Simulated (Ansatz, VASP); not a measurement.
**Bi: VASP beside Ansatz**

```
Bi
1.0
     3.48860   -3.13258    0.00000
     3.48860    3.13258    0.00000
    -1.26023    0.00000    3.11355
Bi
2
Cartesian
  4.1738 0.0000 2.6695
  1.5432 0.0000 0.4440
```

Alike in both runs: task single point; functional LDA; k mesh 6 × 6 × 9; occupations fermi-dirac, width 0.05 eV; no spin polarisation.

|  | VASP | Ansatz |
| --- | --- | --- |
| version | VASP 6.6.1 | Ansatz 0.2.0 |
| potentials or method | VASP PAW LDA potentials, release 64 (Bi_d), cutoff 520 eV | all-electron LAPW, scalar-relativistic |

Ansatz gave:

* gap on the k mesh at the Fermi level (eV): none
* pressure (GPa): -3.6
* traceless stress, the component that is largest in VASP (GPa): -0.70
* rms of the force components (eV/Å): 0.052

Q: What did VASP give for the same quantities?

A: gap on the k mesh at the Fermi level (eV): none; pressure (GPa): -3.6; traceless stress, the component that is largest in VASP (GPa): -0.69; rms of the force components (eV/Å): 0.049.

LDA's correlation is that of Perdew and Zunger in VASP and of Perdew and Wang (1992) in Ansatz. Atom by atom the forces differ by 0.004 eV/Å (rms over components). A gap of «none» marks a metal or a gap that the smearing closes. Ansatz ran all-electron here, and VASP with PAW potentials.

Neither program's run includes spin-orbit coupling.
